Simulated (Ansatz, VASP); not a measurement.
## Two plane-wave programs on SiC

```
Si C
1.0
     0.00000    2.16775    2.16775
     2.16775    0.00000    2.16775
     2.16775    2.16775    0.00000
Si C
1 1
Cartesian
  0.0000 0.0000 0.0000
  1.0839 1.0839 1.0839
```

Alike in both runs: task single point; functional PBE; k mesh 10 × 10 × 10; occupations gaussian, width 0.02 eV; no spin polarisation.

|  | VASP | Ansatz |
| --- | --- | --- |
| version | VASP 6.6.1 | Ansatz 0.2.0 |
| potentials or method | VASP PAW PBE potentials, release 64 (Si, C), cutoff 600 eV | scalar-relativistic, plane waves, PAW |
| valence electrons in the cell | 8 | 8 |

|  | VASP | Ansatz | Ansatz less VASP |
| --- | --- | --- | --- |
| gap on the k mesh at the Fermi level (eV) | 1.34 | 1.35 | +0.003 |
| least direct gap on the mesh (eV) | 4.56 | 4.56 | +0.004 |
| pressure (GPa) | 6.7 | 6.9 | +0.20 |

The functional is the same, so the differences come from potentials, cutoffs and numerics.
